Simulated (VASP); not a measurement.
Here is a VASP 6.6.1 calculation.

The input INCAR:

```
PREC = Accurate
ENCUT = 750
EDIFF = 1E-6
ISMEAR = 1
SIGMA = 0.02
LREAL = F
LASPH = T
NELM = 120
ALGO = Normal
ISIF = 2
LWAVE = F
LCHARG = T
GGA = PE
LELF = T
LVHAR = T
NBANDS = 13
GGA_COMPAT = F
```

File KPOINTS:

```
Automatic mesh
0
Gamma
  6 6 6
```

File POSCAR:

```
Li2S
1.0
    0.0000000000      2.8941956120      2.8941956120
    2.8941956120      0.0000000000      2.8941956120
    2.8941956120      2.8941956120      0.0000000000
Li S
2 1
Direct
    0.2500000000      0.2500000000      0.2500000000
    0.7500000000      0.7500000000      0.7500000000
    0.0000000000      0.0000000000      0.0000000000
```

Potentials or basis: VASP PAW PBE potentials, release 64 (Li_sv, S).

Launch:

```bash
$ cat potpaw_PBE.64/Li_sv/POTCAR potpaw_PBE.64/S/POTCAR > POTCAR
$ mpirun -np 1 vasp_std > vasp.out
```

Estimate the pressure.

-1.7 GPa.

Estimate the band gap on the k mesh.

3.42 eV, indirect (least direct gap 4.03 eV).

A k mesh can miss the band edges. A hybrid or GW would open this gap; PBE tends to underestimate it.
